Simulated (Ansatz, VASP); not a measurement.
# One calculation of Ge, two programs

Contents of INCAR:

```
PREC     = Accurate       # precision mode
ENCUT    = 520            # plane-wave cutoff, eV
EDIFF    = 1E-6           # SCF threshold, eV
ISMEAR   = 0              # smearing method
SIGMA    = 0.1            # smearing width, eV
LREAL    = False          # projectors in reciprocal space
LASPH    = True           # aspherical terms in the spheres
NELM     = 80             # most SCF steps
ALGO     = Fast           # electronic algorithm
ISIF     = 2              # what is computed and relaxed
LWAVE    = False          # write WAVECAR
LCHARG   = False          # write CHGCAR
LDIPOL   = True         
IDIPOL   = 3            
DIPOL    = 0.5 0.5 0.500
GGA      = PS             # functional
NBANDS   = 81             # bands
```

Contents of KPOINTS:

```
Automatic mesh
0
Gamma
  9 9 1
```

Contents of POSCAR:

```
Ge
1.0
    3.9969678635      0.0000000000      0.0000000000
   -1.9984839317      3.4614757079      0.0000000000
    0.0000000000      0.0000000000     29.0227094328
Ge
10
Direct
    0.6666666667      0.3333333333      0.2584183264
    0.3333333333      0.6666666667      0.2870159030
    0.3333333333      0.6666666667      0.3720597691
    0.6666666667      0.3333333333      0.4006573456
    0.6666666667      0.3333333333      0.4857012117
    0.3333333333      0.6666666667      0.5142987883
    0.3333333333      0.6666666667      0.5993426544
    0.6666666667      0.3333333333      0.6279402309
    0.6666666667      0.3333333333      0.7129840970
    0.3333333333      0.6666666667      0.7415816736
```

Input for Ansatz:

```yaml
crystal:
  lattice:
    - [3.9969678635, 0.0, 0.0]
    - [-1.9984839317, 3.4614757079, 0.0]
    - [0.0, 0.0, 29.0227094328]
  atoms:
    - { symbol: Ge, position: [0.6666666667, 0.3333333333, 0.2584183264] }
    - { symbol: Ge, position: [0.3333333333, 0.6666666667, 0.287015903] }
    - { symbol: Ge, position: [0.3333333333, 0.6666666667, 0.3720597691] }
    - { symbol: Ge, position: [0.6666666667, 0.3333333333, 0.4006573456] }
    - { symbol: Ge, position: [0.6666666667, 0.3333333333, 0.4857012117] }
    - { symbol: Ge, position: [0.3333333333, 0.6666666667, 0.5142987883] }
    - { symbol: Ge, position: [0.3333333333, 0.6666666667, 0.5993426544] }
    - { symbol: Ge, position: [0.6666666667, 0.3333333333, 0.6279402309] }
    - { symbol: Ge, position: [0.6666666667, 0.3333333333, 0.712984097] }
    - { symbol: Ge, position: [0.3333333333, 0.6666666667, 0.7415816736] }
basis:
  ecutwfc: 420
kpoints:
  mp_grid: { grid: [9, 9, 1] }
hamiltonian:
  xc: pbesol
scf:
  occupations: { method: gaussian, width: 0.1 }
output:
  forces: true
  stress: true
  eigenvalues: true
  write_density: true
  write_potential: true
  elf: true
  volumetric_format: npy
efield:
  axis: 3
  dipole_correction: true
  ramp_width: 0.04
```

Alike in both runs: task single point; functional PBEsol; k mesh 9 × 9 × 1; occupations gaussian, width 0.1 eV; no spin polarisation.

|  | VASP | Ansatz |
| --- | --- | --- |
| version | VASP 6.6.1 | Ansatz 0.2.0 |
| potentials or method | VASP PAW PBE potentials, release 64 (Ge_d), cutoff 520 eV | scalar-relativistic, plane waves, PAW |
| valence electrons in the cell | 140 | 140 |

VASP gave:

```
gap on the k mesh at the Fermi level (eV) : none
rms of the force components (eV/Å)        : 0.072
```

Estimate Ansatz's values.

gap on the k mesh at the Fermi level (eV): none; rms of the force components (eV/Å): 0.070.

VASP's potentials were made for PBE, not for PBEsol. Atom by atom the forces differ by 0.002 eV/Å (rms over components). A gap of «none» marks a metal or a gap that the smearing closes. Ansatz's warnings: xc potential rough in thin density.
